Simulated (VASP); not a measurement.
Wanted: the native input for a VASP 6.6.1 run.

* Task: single point
* Functional: PBE
* Potentials or basis: VASP PAW PBE potentials, release 64 (Co, O)
* Cutoff: 520 eV
* k mesh: 11 × 11 × 10
* Occupations: fermi-dirac, width 0.05 eV
* Spin: collinear spin, ferromagnetic start
* Starting moments: [2.0, 0.0] μB
* Dipole correction: no
* Further INCAR settings: ALGO = Normal; EDIFF = 1e-07; NBANDS = 18

The structure of CoO lies in POSCAR:

```
CoO
1.0
    2.7979910480      0.0000000000      0.0000000000
   -1.3989955191      2.4231313233      0.0000000000
    0.0000000000      0.0000000000      2.7307006334
Co O
1 1
Direct
    0.0000000000      0.0000000000      0.0000000000
    0.6666666667      0.3333333333      0.5000000000
```

These files were run (other wordings do the same):

INCAR

```
SYSTEM = CoO
ALGO     = Normal         ! electronic algorithm
EDIFF    = 1E-7           ! SCF threshold, eV
ENCUT    = 520            ! plane-wave cutoff, eV
GGA      = PE             ! functional
ISIF     = 2              ! what is computed and relaxed
ISMEAR   = -1             ! smearing method
ISPIN    = 2              ! spin polarisation
LASPH    = .TRUE.         ! aspherical terms in the spheres
LCHARG   = .TRUE.         ! write CHGCAR
LELF     = .TRUE.         ! ELF
LMAXMIX  = 4              ! l up to which the mixer works
LORBIT   = 11             ! projections on sites
LREAL    = .FALSE.        ! projectors in reciprocal space
LVHAR    = .TRUE.       
LWAVE    = .FALSE.        ! write WAVECAR
MAGMOM   = 2 0            ! initial moments
NBANDS   = 18             ! bands
NELM     = 150            ! most SCF steps
PREC     = Accurate       ! precision mode
SIGMA    = 0.05           ! smearing width, eV
```

KPOINTS

```
k-points
0
G
  11 11 10
  0 0 0
```

Potentials or basis: VASP PAW PBE potentials, release 64 (Co, O).

The run is started by

```bash
$ cat potpaw_PBE.64/Co/POTCAR potpaw_PBE.64/O/POTCAR > POTCAR
$ mpirun -np 1 vasp_std > vasp.out
```

Results of the run:

```yaml
Pressure: 2.8 GPa
Band_gap_on_the_k_mesh: zero (filled and empty bands overlap)
Net_moment: 3.00 μB per cell
Site_moments: Co +2.54; O +0.41 μB
Valence_electrons_inside_the_program's_atomic_spheres: Co 7.88; O 4.97
```

Caveat: a cell with one magnetic atom can't hold antiferromagnetic order, which such compounds often take; semilocal functionals often make such compounds metallic where correlation or magnetic order opens a gap, which also shifts bond lengths.

It took 48 s on 1 thread of AMD EPYC 9R45 96-Core Processor (Zen 5), on a shared host, peak memory 0.15 GiB.
